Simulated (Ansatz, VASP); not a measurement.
**SrO: VASP beside Ansatz**

```xyz
2
Lattice="0.0000 2.4413 2.5056 2.4413 0.0000 2.5056 2.4413 2.4413 0.0000" Properties=species:S:1:pos:R:3 pbc="T T T"
Sr    0.0000    0.0000    0.0000
O     2.4413    2.4413    2.5056
```

Change from the starting cell: strain -0.050 along x and y, -0.025 along z, atoms carried along.

Alike in both runs: task single point; functional PBE; k mesh 8 × 8 × 8; occupations gaussian, width 0.05 eV; no spin polarisation.

|  | VASP | Ansatz |
| --- | --- | --- |
| version | VASP 6.6.1 | Ansatz 0.2.0 |
| potentials or method | VASP PAW PBE potentials, release 64 (Sr_sv, O), cutoff 520 eV | scalar-relativistic, plane waves, PAW |
| valence electrons in the cell | 16 | 16 |

```tsv
	VASP	Ansatz	Ansatz less VASP
gap on the k mesh at the Fermi level (eV)	3.02	3.07	+0.049
least direct gap on the mesh (eV)	3.02	3.07	+0.049
pressure (GPa)	20.7	19.6	-1.07
traceless stress, the component that is largest in VASP (GPa)	-4.55	-4.33	+0.221
```
